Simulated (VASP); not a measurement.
# Ni2Pt (P-3m1) in VASP: notebook, part 2 of 2

VASP 6.6.1. Earlier steps stand in the parts before.

### Step 3. Single point, PBE, collinear spin, ferromagnetic start

This run uses another cell than the first one, of 12.82 Å³/atom, 1.062 times its volume.

INCAR reads:

```
ALGO = Normal ; EDIFF = 1E-7
ENCUT = 520 ; GGA = PE
ISIF = 2 ; ISMEAR = 0
ISPIN = 2 ; LASPH = True
LCHARG = True ; LELF = True
LMAXMIX = 4 ; LORBIT = 11
LREAL = False ; LVHAR = True
LWAVE = False ; MAGMOM = 2 2 0
NBANDS = 26 ; NELM = 150
PREC = Accurate ; SIGMA = 0.1
```

KPOINTS reads:

```
k-points
0
Gamma
  6 6 4
```

POSCAR reads:

```
Ni2Pt
1.0
    2.6657652154     -0.0000000030      0.0000000000
   -1.3328826051      2.3086203985      0.0000000000
    0.0000000000      0.0000000000      6.2472376327
Ni Pt
2 1
Direct
    0.6666666667      0.3333333333      0.8467230850
    0.3333333333      0.6666666667      0.1532769150
    0.0000000000      0.0000000000      0.5000000000
```

Potentials or basis: VASP PAW PBE potentials, release 64 (Ni, Pt).

Run with:

```
$ cat potpaw_PBE.64/Ni/POTCAR potpaw_PBE.64/Pt/POTCAR > POTCAR
$ mpirun -np 1 vasp_std > vasp.out
```

OUTCAR:

```text
EDIFF = 1E-7
   ENCUT = 520
   GGA = PE
   ISIF = 2
   ISMEAR = 0
   ISPIN = 2
   LASPH = True
   LORBIT = 11
   LREAL = False
   NELM = 150
   PREC = Accurate

 ion  position               nearest neighbor table
   1  0.667  0.333  0.847-   2 2.46   2 2.46   2 2.46   3 2.66   3 2.66   3 2.66
   2  0.333  0.667  0.153-   1 2.46   1 2.46   1 2.46   3 2.66   3 2.66   3 2.66
   3  0.000  0.000  0.500-   1 2.66   2 2.66   2 2.66   1 2.66   1 2.66   2 2.66

  LATTYP: Found a hexagonal cell.
 ALAT       =     2.6657652154
 C/A-ratio  =     2.3435063210

  Lattice vectors:

 A1 = (   2.6657652154,  -0.0000000030,   0.0000000000)
 A2 = (  -1.3328826051,   2.3086203985,   0.0000000000)
 A3 = (   0.0000000000,   0.0000000000,   6.2472376327)

Analysis of symmetry for initial positions (statically):
=====================================================================
 Subroutine PRICEL returns:
 Original cell was already a primitive cell.

 Routine SETGRP: Setting up the symmetry group for a
 hexagonal supercell.

 Subroutine GETGRP returns: Found 12 space group operations
 (whereof 12 operations were pure point group operations)
 out of a pool of 24 trial point group operations.

The static configuration has the point symmetry D_3d.

Analysis of symmetry for dynamics (positions and initial velocities):
=====================================================================
 Subroutine PRICEL returns:
 Original cell was already a primitive cell.

 Routine SETGRP: Setting up the symmetry group for a
 hexagonal supercell.

 Subroutine GETGRP returns: Found 12 space group operations
 (whereof 12 operations were pure point group operations)
 out of a pool of 24 trial point group operations.

The dynamic configuration has the point symmetry D_3d.

Analysis of structural, dynamic, and magnetic symmetry:
=====================================================================
[... 154 lines left out ...]
  ---------------------------------------------------
  free energy    TOTEN  =       -17.14272072 eV

  energy without entropy =      -17.12155700  energy(sigma->0) =      -17.13213886

 E-fermi :   9.4998     XC(G=0): -13.0793

 val. band max:        9.4877897433   @ k =   0.3333   0.1667   0.5000
 cond. band min:       9.5210316388   @ k =   0.3333   0.3333   0.2500
 fundamental gap:      0.0332418955
 Fermi energy:         9.4998335067

 spin component 1

 k-point     1 :       0.0000    0.0000    0.0000
  band No.  band energies     occupation
      1       0.0345      1.00000
      2       2.6212      1.00000
      3       4.6652      1.00000
      4       5.8223      1.00000
      5       5.8223      1.00000
      6       6.5189      1.00000
[... 685 lines left out ...]
     25      23.2580      0.00000
     26      23.5005      0.00000
 Fermi energy:         9.4998335067

 spin component 2

 k-point     1 :       0.0000    0.0000    0.0000
  band No.  band energies     occupation
      1       0.0332      1.00000
      2       2.6613      1.00000
      3       4.8090      1.00000
      4       5.9491      1.00000
      5       5.9491      1.00000
      6       6.6369      1.00000
[... 685 lines left out ...]
     25      23.3354      0.00000
     26      23.5940      0.00000

------------------------ aborting loop because EDIFF is reached ----------------------------------------

  FORCE on cell =-STRESS in cart. coord.  units (eV):
  Direction    XX          YY          ZZ          XY          YZ          ZX
  --------------------------------------------------------------------------------------
  -------------------------------------------------------------------------------------
  Total       -0.0207889     -0.0207889     -0.0851308     -0.0000000     -0.0000000      0.0000000
  in kB       -0.8663228     -0.8663228     -3.5476033     -0.0000000     -0.0000000      0.0000000
  external PRESSURE =      -1.7600829 kB  Pullay stress =       0.0000000 kB

 VOLUME and BASIS-vectors are now :
 -----------------------------------------------------------------------------
  energy-cutoff  :      520.00
  volume of cell :       38.45
      direct lattice vectors                 reciprocal lattice vectors
     2.665765215 -0.000000003  0.000000000     0.375126810  0.216579564  0.000000000
    -1.332882605  2.308620399  0.000000000     0.000000000  0.433159129  0.000000000
     0.000000000  0.000000000  6.247237633     0.000000000  0.000000000  0.160070748

 POSITION                                       TOTAL-FORCE (eV/Angst)
 -----------------------------------------------------------------------------------
      1.33288      0.76954      5.28968         0.000000     -0.000000     -0.017690
      0.00000      1.53908      0.95756        -0.000000      0.000000      0.017690
      0.00000      0.00000      3.12362         0.000000      0.000000      0.000000
 -----------------------------------------------------------------------------------
    total drift:                                0.000000     -0.000000     -0.000000

  FREE ENERGIE OF THE ION-ELECTRON SYSTEM (eV)
  ---------------------------------------------------
  free  energy   TOTEN  =       -17.1427207160 eV

  energy  without entropy=      -17.1215569976  energy(sigma->0) =      -17.13213886

 total charge

# of ion       s       p       d       tot
------------------------------------------
    1        0.447   0.429   8.287   9.163
    2        0.447   0.429   8.287   9.163
    3        0.716   0.679   8.063   9.457
--------------------------------------------------
tot          1.610   1.537  24.636  27.783

 magnetization (x)

# of ion       s       p       d       tot
------------------------------------------
    1       -0.008  -0.020   0.790   0.762
    2       -0.008  -0.020   0.790   0.762
    3       -0.001  -0.018   0.203   0.184
--------------------------------------------------
tot         -0.016  -0.058   1.783   1.708
```

Run time: 50 s. Hardware: 1 thread of Intel Xeon Platinum 8259CL at 2.50GHz (Skylake/Cascade Lake), shared host; peak memory 0.19 GiB.

Results:

- Free energy: -17.1427 eV
- Pressure: -0.2 GPa
- Largest force: 0.018 eV/Å
- Net moment: 1.67 μB per cell
- Site moments: Ni +0.76; Pt +0.18 μB
- Valence electrons inside the program's atomic spheres: Ni 9.16; Pt 9.46

Forces on the atoms (eV/Å):
```
Ni   0.000  0.000 -0.018
Ni   0.000  0.000  0.018
Pt   0.000  0.000  0.000
```

Caveat: the k points lie up to 0.45 Å⁻¹ apart; spin-orbit coupling is left out, which moves the levels of the heavy elements.

### Step 4. Relaxation of cell and atoms, PBE, collinear spin, ferromagnetic start

INCAR reads:

```
SYSTEM = Ni2Pt
PREC     = Accurate       ! precision mode
ENCUT    = 600            ! plane-wave cutoff, eV
EDIFF    = 1E-7           ! SCF threshold, eV
ISMEAR   = 0              ! smearing method
SIGMA    = 0.1            ! smearing width, eV
LREAL    = .False.        ! projectors in reciprocal space
LASPH    = .True.         ! aspherical terms in the spheres
NELM     = 150            ! most SCF steps
ALGO     = Fast           ! electronic algorithm
ISIF     = 3              ! what is computed and relaxed
LWAVE    = .False.        ! write WAVECAR
LCHARG   = .False.        ! write CHGCAR
ISPIN    = 2              ! spin polarisation
MAGMOM   = 2 2 0          ! initial moments
LORBIT   = 11             ! projections on sites
LMAXMIX  = 4              ! l up to which the mixer works
GGA      = PE             ! functional
IBRION   = 2              ! ionic algorithm
NSW      = 90             ! ionic steps
EDIFFG   = -0.04          ! ionic threshold
```

KPOINTS reads:

```
regular mesh
0
Gamma
  6 6 4
  0 0 0
```

POSCAR reads:

```
Ni2Pt
1.0
    2.5744785100      0.0000000000      0.0000000000
   -1.2872392500      2.2295637900      0.0000000000
    0.0000000000      0.0000000000      6.3061587000
Ni Pt
2 1
Direct
    0.6666666700      0.3333333300      0.8333333300
    0.3333333300      0.6666666700      0.1666666700
    0.0000000000      0.0000000000      0.5000000000
```

Potentials or basis: VASP PAW PBE potentials, release 64 (Ni, Pt).

Run with:

```
$ cat potpaw_PBE.64/Ni/POTCAR potpaw_PBE.64/Pt/POTCAR > POTCAR
$ mpirun -np 1 vasp_std > vasp.out
```

OUTCAR:

```text
SYSTEM = Ni2Pt
   PREC = Accurate
   ENCUT = 600
   EDIFF = 1E-7
   ISMEAR = 0
   LREAL = .False.
   LASPH = .True.
   NELM = 150
   ISIF = 3
   ISPIN = 2
   LORBIT = 11
   GGA = PE
   IBRION = 2
   NSW = 90
   EDIFFG = -0.04

 ion  position               nearest neighbor table
   1  0.667  0.333  0.833-   3 2.57   3 2.57   3 2.57   2 2.57   2 2.57   2 2.57
   2  0.333  0.667  0.167-   3 2.57   3 2.57   3 2.57   1 2.57   1 2.57   1 2.57
   3  0.000  0.000  0.500-   1 2.57   2 2.57   2 2.57   1 2.57   1 2.57   2 2.57

  LATTYP: Found a hexagonal cell.
 ALAT       =     2.5744785100
 C/A-ratio  =     2.4494897415

  Lattice vectors:

 A1 = (   2.5744785100,   0.0000000000,   0.0000000000)
 A2 = (  -1.2872392500,   2.2295637900,   0.0000000000)
 A3 = (   0.0000000000,   0.0000000000,   6.3061587000)

Analysis of symmetry for initial positions (statically):
=====================================================================
 Subroutine PRICEL returns:
 Original cell was already a primitive cell.

 Routine SETGRP: Setting up the symmetry group for a
 hexagonal supercell.

 Subroutine GETGRP returns: Found 12 space group operations
 (whereof 12 operations were pure point group operations)
 out of a pool of 24 trial point group operations.

The static configuration has the point symmetry D_3d.

Analysis of symmetry for dynamics (positions and initial velocities):
=====================================================================
 Subroutine PRICEL returns:
 Original cell was already a primitive cell.

 Routine SETGRP: Setting up the symmetry group for a
 hexagonal supercell.

 Subroutine GETGRP returns: Found 12 space group operations
 (whereof 12 operations were pure point group operations)
 out of a pool of 24 trial point group operations.

The dynamic configuration has the point symmetry D_3d.

Analysis of structural, dynamic, and magnetic symmetry:
=====================================================================
 Subroutine PRICEL returns:
 Original cell was already a primitive cell.

 Routine SETGRP: Setting up the symmetry group for a
 hexagonal supercell.

 Subroutine GETGRP returns: Found 12 space group operations
 (whereof 12 operations were pure point group operations)
 out of a pool of 24 trial point group operations.

The overall configuration has the point symmetry D_3d.

 Subroutine INISYM returns: Found 12 space group operations
 (whereof 12 operations are pure point group operations),
 and found     1 'primitive' translations

----------------------------------------------------------------------------------------

                                     Primitive cell

  volume of cell :      36.1971

  direct lattice vectors                    reciprocal lattice vectors
     2.574478510  0.000000000  0.000000000     0.388428179  0.224259113  0.000000000
    -1.287239250  2.229563790  0.000000000     0.000000000  0.448518228  0.000000000
     0.000000000  0.000000000  6.306158700     0.000000000  0.000000000  0.158575140

  length of vectors
     2.574478510  2.574478506  6.306158700     0.448518227  0.448518228  0.158575140

  position of ions in fractional coordinates (direct lattice)
     0.666666670  0.333333330  0.833333330
     0.333333330  0.666666670  0.166666670
     0.000000000  0.000000000  0.500000000

  ion indices of the primitive-cell ions
   primitive index   ion index
[... 33 lines left out ...]
  0.166667 -0.000000  0.000000      6.000000
  0.333333  0.000000  0.000000      6.000000
  0.500000 -0.000000  0.000000      3.000000
  0.166667  0.166667  0.000000      6.000000
  0.333333  0.166667  0.000000     12.000000
[... 16 lines left out ...]
  0.333333  0.166667  0.500000     12.000000
  0.333333  0.333333  0.500000      2.000000
   k-points           NKPTS =     24   k-points in BZ     NKDIM =     24   number of bands    NBANDS=     21
   number of dos      NEDOS =    301   number of ions     NIONS =      3
   total plane-waves  NPLWV =  28800
   dimension x,y,z NGX =    24 NGY =   24 NGZ =   50
   dimension x,y,z NGXF=    48 NGYF=   48 NGZF=  100
   ions per type =               2   1
   NGX,Y,Z   is equivalent  to a cutoff of  15.50, 15.50, 13.18 a.u.
   NGXF,Y,Z  is equivalent  to a cutoff of  31.00, 31.00, 26.36 a.u.
 SYSTEM =  Ni2Pt
   PREC   = accura    normal or accurate (medium, high low for compatibility)
   ISTART =      0    job   : 0-new  1-cont  2-samecut
   ICHARG =      2    charge: 1-file 2-atom 10-const
   ISPIN  =      2    spin polarized calculation?
   LNONCOLLINEAR =      F non collinear calculations
   LSORBIT =      F    spin-orbit coupling
   LASPH  =      T    aspherical Exc in radial PAW
   ENCUT  =  600.0 eV  44.10 Ry    6.64 a.u.   5.14  5.14 12.59*2*pi/ulx,y,z
   NELM   =    150;   NELMIN=  2; NELMDL= -5     # of ELM steps
   EDIFF  = 0.1E-06   stopping-criterion for ELM
   LREAL  =      F    real-space projection
   EDIFFG = -.4E-01   stopping-criterion for IOM
   NSW    =     90    number of steps for IOM
   IBRION =      2    ionic relax: 0-MD 1-quasi-New 2-CG
   NFREE  =      1    steps in history (QN), initial steepest desc. (CG)
   ISIF   =      3    stress and relaxation
   ISYM   =      2    0-nonsym 1-usesym 2-fastsym
   POTIM  = 0.5000    time-step for ionic-motion
   TEBEG  =    0.0;   TEEND  =   0.0 temperature during run
   PSTRESS=    0.0 pullay stress
   NELECT =      30.0000    total number of electrons
   NUPDOWN=      -1.0000    fix difference up-down
   EMIN   =  10.00;   EMAX   =-10.00  energy-range for DOS
   EFERMI =   0.00;   METHOD = LEGACY
   ISMEAR =     0;   SIGMA  =   0.10  broadening in eV -4-tet -1-fermi 0-gaus
   EFERMI_NEDOS =   21; number of points for ismear=-14 and -15
   IALGO  =     68    algorithm
   IMIX   =      4    mixing-type and parameters
     AMIX     =   0.40;   BMIX     =  1.00
     AMIX_MAG =   1.60;   BMIX_MAG =  1.00
  volume/ion in A,a.u.               =      12.07        81.42
  Fermi-wavevector in a.u.,A,eV,Ry     =   1.537767  2.905958 32.174072  2.364728
  Thomas-Fermi vector in A             =   2.644230
   LORBIT       =     11    0 simple, 1 ext, 2 COOP (PROOUT), +10 PAW based schemes
   GGA     = PE    functional components
   LHFCALC =     F    Hartree Fock is set to
   AEXX    =    0.0000 exact exchange contribution
   IVDW    =     0    specifies the selected vdW correction
   LEPSILON=     F    determine dielectric tensor
   LRPA    =     F    only Hartree local field effects (RPA)
 conjugate gradient relaxation of ions
 spin polarized calculation
 RMM-DIIS sequential band-by-band and
 Gauss-broadening in eV      SIGMA  =   0.10
  energy-cutoff  :      600.00
  volume of cell :       36.20
 maximum number of plane-waves:      1232
 NGX is ok and might be reduce to    24
   NGX = 11   NGY = 11   NGZ = 25

--------------------------------------- Ionic step        1  -------------------------------------------

 number of electron      30.0000004 magnetization       1.6684364

 Free energy of the ion-electron system (eV)
  ---------------------------------------------------
  ext. energy  EPLUGINS =         0.00000000
  ---------------------------------------------------
  free energy    TOTEN  =       -16.87925426 eV

  energy without entropy =      -16.86134074  energy(sigma->0) =      -16.87029750

 E-fermi :  10.4861     XC(G=0): -13.4265

 val. band max:       10.4828261805   @ k =   0.5000  -0.0000   0.2500
 cond. band min:      10.5171419453   @ k =   0.3333   0.0000   0.2500
 fundamental gap:      0.0343157648
 Fermi energy:        10.4861132373

 spin component 1

 k-point     1 :       0.0000    0.0000    0.0000
  band No.  band energies     occupation
      1       0.2024      1.00000
      2       2.9907      1.00000
      3       5.1223      1.00000
      4       6.2549      1.00000
      5       6.2549      1.00000
      6       7.0858      1.00000
[... 1441 lines left out ...]
--------------------------------------- Ionic step        9  -------------------------------------------

 number of electron      30.0000014 magnetization      -1.6652853

 Free energy of the ion-electron system (eV)
  ---------------------------------------------------
  ext. energy  EPLUGINS =         0.00000000
  ---------------------------------------------------
  free energy    TOTEN  =       -17.14107283 eV

  energy without entropy =      -17.11999747  energy(sigma->0) =      -17.13053515

 E-fermi :   9.5388     XC(G=0): -13.0944

 val. band max:        9.5261544610   @ k =   0.3333   0.1667   0.5000
 cond. band min:       9.5594416202   @ k =   0.3333   0.3333   0.2500
 fundamental gap:      0.0332871592
 Fermi energy:         9.5388185912

 spin component 1

 k-point     1 :       0.0000    0.0000    0.0000
  band No.  band energies     occupation
      1       0.0504      1.00000
      2       2.6822      1.00000
      3       4.8362      1.00000
      4       5.9755      1.00000
      5       5.9755      1.00000
      6       6.6690      1.00000
[... 1174 lines left out ...]
  FREE ENERGIE OF THE ION-ELECTRON SYSTEM (eV)
  ---------------------------------------------------
  free  energy   TOTEN  =       -17.1410728283 eV

  energy  without entropy=      -17.1199974725  energy(sigma->0) =      -17.13053515

 reached required accuracy - stopping structural energy minimisation

 total charge

# of ion       s       p       d       tot
------------------------------------------
    1        0.448   0.431   8.288   9.167
    2        0.448   0.431   8.288   9.167
    3        0.717   0.682   8.065   9.464
--------------------------------------------------
tot          1.614   1.544  24.641  27.799

 magnetization (x)

# of ion       s       p       d       tot
------------------------------------------
    1        0.008   0.020  -0.788  -0.760
    2        0.008   0.020  -0.788  -0.760
    3        0.001   0.019  -0.203  -0.183
--------------------------------------------------
tot          0.016   0.058  -1.779  -1.704
```

It took 5.9 min on 1 thread of Intel Xeon Platinum 8259CL at 2.50GHz (Skylake/Cascade Lake), shared host; peak memory 0.23 GiB.

Results:

- Free energy: -17.1411 eV
- Relaxed volume: 12.78 Å³/atom
- Relaxed cell: a = 2.664 Å, b = 2.664 Å, c = 6.241 Å, α = 90.00°, β = 90.00°, γ = 120.00°
- Space group after relaxing (to 0.05 Å): P-3m1 (No. 164)
- Energy gained by relaxing: 87.3 meV/atom
- Ionic steps: 9
- Pressure after relaxing: 0.4 GPa
- Largest force after relaxing: 0.020 eV/Å
- Net moment: -1.67 μB per cell
- Site moments: Ni -0.76; Pt -0.18 μB
- Valence electrons inside the program's atomic spheres: Ni 9.17; Pt 9.46

Forces on the atoms (eV/Å):
```
Ni   0.000  0.000 -0.020
Ni   0.000  0.000  0.020
Pt   0.000  0.000  0.000
```

Stress tensor (GPa, compression positive):
```
0.46 0.00 0.00
0.00 0.46 0.00
0.00 0.00 0.21
```

Step by step:
```
step  energy change (eV)  largest force (eV/Å)  pressure (GPa)  volume (Å³)
   1              0.0000                1.2579           18.03        36.20
   2              0.1163                0.1680          -19.43        43.75
   3             -0.2034                0.6515           -3.10        39.25
   4             -0.2037                0.6657           -2.63        39.15
   5             -0.2517                0.3591           -0.69        38.60
   6             -0.2599                0.1162            0.70        38.28
   7             -0.2615                0.0417           -0.61        38.52
   8             -0.2617                0.0054           -0.34        38.47
   9             -0.2618                0.0198            0.37        38.35
```

Final structure:
```
Ni Pt
1.0
     2.66372    0.00000    0.00000
    -1.33186    2.30685    0.00000
     0.00000    0.00000    6.24066
Ni Pt
2 1
Direct
  0.66667 0.33333 0.84675
  0.33333 0.66667 0.15325
  0.00000 0.00000 0.50000
```

Caveat: the k points lie up to 0.45 Å⁻¹ apart in the final cell; spin-orbit coupling is left out, which moves the levels of the heavy elements.

### Step 5. Overview

| task | cell | cutoff (eV) | gap on the mesh (eV) | pressure (GPa) | moment (μB) | largest force (eV/Å) |
| --- | --- | --- | --- | --- | --- | --- |
| single point | a = 2.574, b = 2.574, c = 6.306 Å, angles 90.0, 90.0, 120.0°, 3 atoms | 520 | none | 18.0 | 1.67 | 1.26 |
| single point | a = 2.666, b = 2.666, c = 6.247 Å, angles 90.0, 90.0, 120.0°, 3 atoms | 520 | none | -0.2 | 1.67 | 0.02 |
| relaxation of cell and atoms | relaxed from a = 2.574, b = 2.574, c = 6.306 Å, angles 90.0, 90.0, 120.0°, 3 atoms | 600 | none | 0.4 | 1.67 | 0.02 |

Alike in all rows: level PBE; potentials or basis VASP PAW PBE potentials, release 64 (Ni, Pt); spin collinear, ferromagnetic start; k mesh 6 × 6 × 4; smearing gaussian 0.1 eV.

Caveats: all runs use coarse meshes; spin-orbit coupling is left out, which moves the levels of the heavy elements; forces of over 1 eV/Å act on the atoms, so gaps and moduli don't describe the material at rest (some runs).

Absolute energies hang on the potentials; compare differences alone.
